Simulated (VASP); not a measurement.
# Ba (Fm-3m) in VASP: a series of runs, part 2 of 2

VASP 6.6.1.

### Step 4. Single point, RPBE+D4 (volume scaled by 0.98)

File INCAR:

```
SYSTEM = Ba
PREC = Accurate
ENCUT = 520
EDIFF = 1E-7
ISMEAR = 0
SIGMA = 0.1
LREAL = .FALSE.
LASPH = .TRUE.
NELM = 80
ALGO = Fast
ISIF = 2
LWAVE = .FALSE.
LCHARG = .TRUE.
GGA = RP
IVDW = 13
LELF = .TRUE.
LVHAR = .TRUE.
NBANDS = 11
```

File KPOINTS:

```
regular mesh
0
G
  7 7 7
  0 0 0
```

File POSCAR:

```
Ba
1.0
    0.0000000000      3.2109686108      3.2109686108
    3.2109686108      0.0000000000      3.2109686108
    3.2109686108      3.2109686108      0.0000000000
Ba
1
Direct
    0.0000000000      0.0000000000      0.0000000000
```

Potentials or basis: VASP PAW PBE potentials, release 64 (Ba_sv).

Started as:

```sh
cat potpaw_PBE.64/Ba_sv/POTCAR > POTCAR
mpirun -np 1 vasp_std > vasp.out
```

OUTCAR:

```text
SYSTEM = Ba
   PREC = Accurate
   ENCUT = 520
   EDIFF = 1E-7
   ISMEAR = 0
   LREAL = .FALSE.
   LASPH = .TRUE.
   NELM = 80
   ISIF = 2
   GGA = RP
   IVDW = 13

 ion  position               nearest neighbor table
   1  0.000  0.000  0.000-

  LATTYP: Found a face centered cubic cell.
 ALAT       =     6.4219372216

  Lattice vectors:

 A1 = (   0.0000000000,   3.2109686108,   3.2109686108)
 A2 = (   3.2109686108,   0.0000000000,   3.2109686108)
 A3 = (   3.2109686108,   3.2109686108,   0.0000000000)

Analysis of symmetry for initial positions (statically):
=====================================================================
 Subroutine PRICEL returns:
 Original cell was already a primitive cell.

 Routine SETGRP: Setting up the symmetry group for a
 face centered cubic supercell.

 Subroutine GETGRP returns: Found 48 space group operations
[... 9 lines left out ...]

 Routine SETGRP: Setting up the symmetry group for a
 face centered cubic supercell.

 Subroutine GETGRP returns: Found 48 space group operations
[... 11 lines left out ...]
                                     Primitive cell

  volume of cell :      66.2122

  direct lattice vectors                    reciprocal lattice vectors
     0.000000000  3.210968611  3.210968611    -0.155716253  0.155716253  0.155716253
     3.210968611  0.000000000  3.210968611     0.155716253 -0.155716253  0.155716253
     3.210968611  3.210968611  0.000000000     0.155716253  0.155716253 -0.155716253

  length of vectors
     4.540995358  4.540995358  4.540995358     0.269708461  0.269708461  0.269708461

  position of ions in fractional coordinates (direct lattice)
     0.000000000  0.000000000  0.000000000

  ion indices of the primitive-cell ions
   primitive index   ion index
                 1           1

----------------------------------------------------------------------------------------

 KPOINTS: regular mesh

Automatic generation of k-mesh.
 Grid dimensions read from file:
 generate k-points for:    7    7    7

 Generating k-lattice:

  Cartesian coordinates                     Fractional coordinates (reciprocal lattice)
[... 83 lines left out ...]
   IVDW    =    13    specifies the selected vdW correction
   LEPSILON=     F    determine dielectric tensor
   LRPA    =     F    only Hartree local field effects (RPA)
 non-spin polarized calculation
 RMM-DIIS sequential band-by-band and
 Gauss-broadening in eV      SIGMA  =   0.10
  energy-cutoff  :      520.00
  volume of cell :       66.21
 maximum number of plane-waves:      1807
 NGX is ok and might be reduce to    36
   NGX = 17   NGY = 17   NGZ = 17

 number of electron      10.0000000 magnetization

 Free energy of the ion-electron system (eV)
  ---------------------------------------------------
  ext. energy  EPLUGINS =         0.00000000
  ---------------------------------------------------
  free energy    TOTEN  =        -1.67215993 eV

  energy without entropy =       -1.66527223  energy(sigma->0) =       -1.66871608

 E-fermi :   1.6172     XC(G=0):  -7.1434

 val. band max:        1.5917635036   @ k =  -0.2857   0.4286   0.1429
 cond. band min:       1.6400334050   @ k =  -0.4286   0.4286   0.0000
 fundamental gap:      0.0482699014
 Fermi energy:         1.6171995961

 k-point     1 :       0.0000    0.0000    0.0000
  band No.  band energies     occupation
      1     -27.4029      2.00000
      2     -12.3949      2.00000
      3     -12.3949      2.00000
      4     -12.3949      2.00000
      5      -1.1199      2.00000
      6       3.3739      0.00000
      7       3.3739      0.00000
      8       3.3739      0.00000
      9       4.8430      0.00000
     10       4.8430      0.00000
     11       7.4916      0.00000
[... 253 lines left out ...]
 k-point    20 :      -0.2857    0.4286    0.1429
  band No.  band energies     occupation
      1     -27.3616      2.00000
      2     -12.6609      2.00000
      3     -12.6379      2.00000
      4     -12.5183      2.00000
      5       1.5918      1.28094
      6       1.9832      0.00000
      7       2.4990      0.00000
      8       4.0073      0.00000
      9       5.8759      0.00000
     10       6.2661      0.00000
     11       7.5514      0.00000

------------------------ aborting loop because EDIFF is reached ----------------------------------------

  DFT-D4 for vdW energy calculation

  Edisp (eV):   -0.21265

  FORCE on cell =-STRESS in cart. coord.  units (eV):
  Direction    XX          YY          ZZ          XY          YZ          ZX
  --------------------------------------------------------------------------------------
  -------------------------------------------------------------------------------------
  Total       0.01417     0.01417     0.01417    -0.00000     0.00000    -0.00000
  in kB       0.34278     0.34278     0.34278    -0.00000     0.00000    -0.00000
  external pressure =        0.34 kB  Pullay stress =        0.00 kB

 VOLUME and BASIS-vectors are now :
 -----------------------------------------------------------------------------
  energy-cutoff  :      520.00
  volume of cell :       66.21
      direct lattice vectors                 reciprocal lattice vectors
     0.000000000  3.210968611  3.210968611    -0.155716253  0.155716253  0.155716253
     3.210968611  0.000000000  3.210968611     0.155716253 -0.155716253  0.155716253
     3.210968611  3.210968611  0.000000000     0.155716253  0.155716253 -0.155716253

 POSITION                                       TOTAL-FORCE (eV/Angst)
 -----------------------------------------------------------------------------------
      0.00000      0.00000      0.00000         0.000000      0.000000      0.000000
 -----------------------------------------------------------------------------------
    total drift:                               -0.000000      0.000000      0.000000

  FREE ENERGIE OF THE ION-ELECTRON SYSTEM (eV)
  ---------------------------------------------------
  free  energy   TOTEN  =        -1.8848115111 eV

  energy  without entropy=       -1.8779238109  energy(sigma->0) =       -1.88136766
```

OSZICAR:

```text
N       E                     dE             d eps       ncg     rms          rms(c)
DAV:   1     0.544489311691E+02    0.54449E+02   -0.40844E+03   448   0.726E+02
DAV:   2     0.998653566344E+00   -0.53450E+02   -0.52388E+02   525   0.136E+02
DAV:   3    -0.157891175267E+01   -0.25776E+01   -0.25613E+01   557   0.309E+01
DAV:   4    -0.166769490712E+01   -0.88783E-01   -0.88635E-01   573   0.549E+00
DAV:   5    -0.167033260156E+01   -0.26377E-02   -0.26375E-02   630   0.720E-01    0.153E+00
RMM:   6    -0.167093179878E+01   -0.59920E-03   -0.29231E-03   449   0.569E-01    0.922E-01
RMM:   7    -0.167199372009E+01   -0.10619E-02   -0.85657E-03   483   0.112E+00    0.575E-02
RMM:   8    -0.167212634642E+01   -0.13263E-03   -0.55740E-04   541   0.200E-01    0.172E-02
RMM:   9    -0.167215555225E+01   -0.29206E-04   -0.19119E-04   616   0.845E-02    0.803E-03
RMM:  10    -0.167215877894E+01   -0.32267E-05   -0.27637E-05   618   0.368E-02    0.290E-03
RMM:  11    -0.167215982939E+01   -0.10504E-05   -0.62370E-06   684   0.125E-02    0.237E-03
RMM:  12    -0.167216016788E+01   -0.33850E-06   -0.10289E-06   610   0.966E-03    0.303E-03
RMM:  13    -0.167215986400E+01    0.30389E-06   -0.48617E-07   566   0.415E-03    0.150E-04
RMM:  14    -0.167215992893E+01   -0.64932E-07   -0.73253E-08   353   0.137E-03
   1 F= -.18848115E+01 E0= -.18813677E+01  d E =-.688770E-02
```

It took 29 s on 1 thread of Intel Xeon 8259CL, shared host; peak memory 0.2 GiB.

What came out:

```
Free energy                : -1.8848 eV
Pressure                   : 0.0 GPa
Band gap on the k mesh     : zero (band 5 reaches 1.59 eV, above the bottom of band 6 at 1.57 eV)
Dispersion energy per atom : -0.213 eV
```

Caveat: the cell differs from its parent crystal (volume scaled by 0.98); the PAW data sets were made with another functional, which shifts forces and pressure a little; spin-orbit coupling is left out, which moves the levels of the heavy elements; pairwise dispersion overbinds metals, which lowers pressure and volume.

### Step 5. Single point, PBE

This run uses another cell than the first one, of 67.56 Å³/atom, 1.064 times its volume.

File INCAR:

```
PREC     = Accurate       # precision mode
ENCUT    = 520            # plane-wave cutoff, eV
EDIFF    = 1E-6           # SCF threshold, eV
ISMEAR   = 0              # smearing method
SIGMA    = 0.05           # smearing width, eV
LREAL    = F              # projectors in reciprocal space
LASPH    = T              # aspherical terms in the spheres
NELM     = 100            # most SCF steps
ALGO     = Fast           # electronic algorithm
ISIF     = 2              # what is computed and relaxed
LWAVE    = F              # write WAVECAR
LCHARG   = T              # write CHGCAR
GGA      = PE             # functional
LELF     = T              # ELF
LVHAR    = T            
NBANDS   = 11             # bands
```

File KPOINTS:

```
Automatic mesh
0
Gamma
  7 7 7
```

File POSCAR:

```
Ba
1.0
    0.0000000000      3.2326650028      3.2326650028
    3.2326650028      0.0000000000      3.2326650028
    3.2326650028      3.2326650028      0.0000000000
Ba
1
Direct
    0.0000000000      0.0000000000      0.0000000000
```

Started as:

```sh
cat potpaw_PBE.64/Ba_sv/POTCAR > POTCAR
mpirun -np 1 vasp_std > vasp.out
```

Wall time 26 s (1 thread of Intel Xeon 8259CL, shared host); peak memory 0.2 GiB.

Results (log left out):

```yaml
Free_energy: -1.8902 eV
Pressure: -0.3 GPa
Band_gap_on_the_k_mesh: zero (band 5 reaches 1.43 eV, above the bottom of band 6 at 1.40 eV)
```

Levels at points of the mesh, in eV from the Fermi level:
```tsv
k point	band 3	band 4	band 5	band 6	band 7	band 8
(0.00, 0.00, 0.00)	-14.01	-14.01	-2.74	1.71	1.71	1.71
```

Caveat: spin-orbit coupling is left out, which moves the levels of the heavy elements.

### Step 6. Single point, RPBE

This run uses another cell than the first one, of 67.56 Å³/atom, 1.064 times its volume.

File INCAR:

```
SYSTEM = Ba
PREC     = Accurate       ! precision mode
ENCUT    = 520            ! plane-wave cutoff, eV
EDIFF    = 1E-6           ! SCF threshold, eV
ISMEAR   = 0              ! smearing method
SIGMA    = 0.05           ! smearing width, eV
LREAL    = .False.        ! projectors in reciprocal space
LASPH    = .True.         ! aspherical terms in the spheres
NELM     = 100            ! most SCF steps
ALGO     = Normal         ! electronic algorithm
ISIF     = 2              ! what is computed and relaxed
LWAVE    = .False.        ! write WAVECAR
LCHARG   = .False.        ! write CHGCAR
GGA      = RP             ! functional
NBANDS   = 11             ! bands
```

File KPOINTS:

```
regular mesh
0
Gamma
  7 7 7
  0 0 0
```

POSCAR is that of step 5.

Potentials or basis: VASP PAW PBE potentials, release 64 (Ba_sv).

Started as:

```sh
cat potpaw_PBE.64/Ba_sv/POTCAR > POTCAR
mpirun -np 1 vasp_std > vasp.out
```

It took 18 s on 1 thread of Intel Xeon 8259CL, shared host; peak memory 0.2 GiB.

It converged, with:

- Free energy: -1.6726 eV
- Pressure: 0.3 GPa
- Band gap on the k mesh: zero (band 5 reaches 1.53 eV, above the bottom of band 6 at 1.53 eV)

Levels at points of the mesh, in eV from the Fermi level:
```tsv
k point	band 2	band 3	band 4	band 5	band 6	band 7	band 8	band 9
(0.00, 0.00, 0.00)	-14.06	-14.06	-14.06	-2.73	1.73	1.73	1.73	3.17
```

Caveat: the PAW data sets were made with another functional, which shifts forces and pressure a little; spin-orbit coupling is left out, which moves the levels of the heavy elements.

### Step 7. Summary

```csv
level,cell,smearing,gap on the mesh (eV),pressure (GPa)
RPBE+D4,"a = 4.478 Å, angles 60.0°, 1 atom",gaussian 0.1 eV,none,69.7
RPBE+D4,"a = 4.510 Å, angles 60.0°, 1 atom",gaussian 0.1 eV,none,0.2
RPBE+D4,"a = 4.541 Å, angles 60.0°, 1 atom",gaussian 0.1 eV,none,0.0
PBE,"a = 4.572 Å, angles 60.0°, 1 atom",gaussian 0.05 eV,none,-0.3
RPBE,"a = 4.572 Å, angles 60.0°, 1 atom",gaussian 0.05 eV,none,0.3
```

Alike in all rows: task single point; potentials or basis VASP PAW PBE potentials, release 64 (Ba_sv); no spin polarisation; k mesh 7 × 7 × 7; cutoff (eV) 520.

Caveats: spin-orbit coupling is left out, which moves the levels of the heavy elements; the PAW data sets were made with another functional, which shifts forces and pressure a little (some runs); pairwise dispersion overbinds metals, which lowers pressure and volume (some runs).

Absolute energies hang on the potentials; compare differences alone.
